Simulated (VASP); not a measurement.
Set up this calculation in VASP 6.6.1, as the native input.

* Task: single point
* Functional: LDA
* Potentials or basis: VASP PAW LDA potentials, release 64 (Sc_sv, Hg)
* Cutoff: 520 eV
* k mesh: 7 × 7 × 7
* Occupations: fermi-dirac, width 0.1 eV
* Spin: no spin polarisation
* Dipole correction: no
* Further INCAR settings: ALGO = Normal; EDIFF = 1e-07; NBANDS = 18

The structure of ScHg lies in POSCAR:

```
ScHg
1.0
    3.3846091152      0.0000000000      0.0000000000
    0.0000000000      3.3846091152      0.0000000000
    0.0000000000      0.0000000000      3.3846091152
Sc Hg
1 1
Direct
    0.5000000000      0.5000000000      0.5000000000
    0.0000000000      0.0000000000      0.0000000000
```

One way to write it, as run:

INCAR

```
SYSTEM = ScHg
PREC = Accurate ; ENCUT = 520
EDIFF = 1E-7 ; ISMEAR = -1
SIGMA = 0.1 ; LREAL = .FALSE.
LASPH = .TRUE. ; NELM = 60
ALGO = Normal ; ISIF = 2
LWAVE = .FALSE. ; LCHARG = .FALSE.
GGA = CA ; NBANDS = 18
```

KPOINTS

```
regular mesh
0
G
  7 7 7
  0 0 0
```

Potentials or basis: VASP PAW LDA potentials, release 64 (Sc_sv, Hg).

Run with:

```sh
$ cat potpaw_LDA.64/Sc_sv/POTCAR potpaw_LDA.64/Hg/POTCAR > POTCAR
$ mpirun -np 1 vasp_std > vasp.out
```

Results of the run:

| Property | Result |
| --- | --- |
| Pressure | 4.5 GPa |

Run time: 14 s on 1 thread of AMD EPYC 7R13 Processor (Zen 3), on a shared host, peak memory 0.12 GiB.
